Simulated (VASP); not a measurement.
A run of VASP 6.6.1:

The input INCAR:

```
PREC     = Accurate       # precision mode
ENCUT    = 600            # plane-wave cutoff, eV
EDIFF    = 1E-6           # SCF threshold, eV
ISMEAR   = -1             # smearing method
SIGMA    = 0.05           # smearing width, eV
LREAL    = False          # projectors in reciprocal space
LASPH    = True           # aspherical terms in the spheres
NELM     = 80             # most SCF steps
ALGO     = Normal         # electronic algorithm
ISIF     = 3              # what is computed and relaxed
LWAVE    = False          # write WAVECAR
LCHARG   = False          # write CHGCAR
GGA      = RP             # functional
IBRION   = 2              # ionic algorithm
NSW      = 100            # ionic steps
EDIFFG   = -0.005         # ionic threshold
```

File KPOINTS:

```
regular mesh
0
Gamma
  12 12 7
```

The input POSCAR:

```
Li
1.0
    3.1519389053      0.0000000000      0.0000000000
   -1.5759694526      2.7296591632      0.0000000000
    0.0000000000      0.0000000000      5.1600208437
Li
2
Direct
    0.3333333333      0.6666666667      0.2500000000
    0.6666666667      0.3333333333      0.7500000000
```

Potentials or basis: VASP PAW PBE potentials, release 64 (Li_sv).

The run is started by

```sh
$ cat potpaw_PBE.64/Li_sv/POTCAR > POTCAR
$ mpirun -np 1 vasp_std > vasp.out
```

Hardware: 1 thread of Intel Xeon 8259CL (shared host).

How long does it take, and how much memory?

Wall time 3.1 min on 1 thread of Intel Xeon 8259CL (shared host), peak memory 0.18 GiB. Counts: scf iterations 51, k points 76, ion steps 7.
